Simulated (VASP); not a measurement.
Ga: single point with LDA

Ga:

```
CELL_PARAMETERS angstrom
-1.40400 1.40400 2.22900
1.40400 -1.40400 2.22900
1.40400 1.40400 -2.22900
ATOMIC_POSITIONS crystal
Ga 0.00000 0.00000 0.00000
```

```json
{
 "Program": "VASP 6.6.1",
 "Task": "single point",
 "Functional": "LDA",
 "Potentials or basis": "VASP PAW LDA potentials, release 64 (Ga_d)",
 "Cutoff": "520 eV",
 "k mesh": "8 × 8 × 8",
 "Occupations": "gaussian, width 0.1 eV",
 "Spin": "no spin polarisation",
 "Dipole correction": "no",
 "Further INCAR settings": "ALGO = Normal; EDIFF = 1e-07; NBANDS = 12"
}
```

```yaml
Pressure: -1.7 GPa
```

Stress tensor (GPa, compression positive):
```
-3.55  0.00  0.00
 0.00 -3.55  0.00
 0.00  0.00  2.01
```

Levels at points of the mesh, in eV from the Fermi level:
```tsv
k point	band 3	band 4	band 5	band 6	band 7	band 8	band 9	band 10
(0.00, 0.00, 0.00)	-14.96	-14.94	-14.80	-11.55	12.92	12.92	12.94	16.56
(0.50, 0.00, 0.00)	-14.95	-14.76	-14.72	-4.97	-4.20	8.71	11.83	12.97
(0.50, 0.50, 0.00)	-14.76	-14.76	-14.65	-2.20	-1.35	4.14	5.07	8.33
(0.50, 0.50, 0.50)	-14.74	-14.72	-14.72	-3.84	-3.60	6.55	6.55	9.95
```

Wall time 4.6 s on 1 thread of Intel(R) Xeon(R) Platinum 8488C (Sapphire Rapids) (shared host), peak memory 0.13 GiB.

Caveat: the k points lie up to 0.40 Å⁻¹ apart.
